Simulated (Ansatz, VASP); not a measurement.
**Ti3H: VASP beside Ansatz**

```
Ti H
1.0
     2.81935    0.00000    0.00000
    -0.93978    2.65811    0.00000
     0.00000    0.00000   21.32597
Ti H
3 1
Cartesian
  0.9398 1.3291 4.0000
  0.0000 0.0000 6.1690
  0.9398 1.3291 8.3260
  1.8796 2.6581 10.3960
```

Alike in both runs: task single point; functional PBE; k mesh 10 × 10 × 1; occupations gaussian, width 0.1 eV; no spin polarisation.

```csv
,VASP,Ansatz
version,VASP 6.6.1,Ansatz 0.2.0
potentials or method,"VASP PAW PBE potentials, release 64 (Ti_sv, H), cutoff 520 eV","scalar-relativistic, plane waves, PAW"
valence electrons in the cell,37,37
```

```csv
,VASP,Ansatz,Ansatz less VASP
gap on the k mesh at the Fermi level (eV),none,none,-
rms of the force components (eV/Å),0.831,0.834,+0.0022
"work function, face that differs most (eV)",4.30,4.30,+0.003
```

Atom by atom the forces differ by 0.005 eV/Å (rms over components). A gap of «none» marks a metal or a gap that the smearing closes. Ansatz's warnings: xc potential rough in thin density.
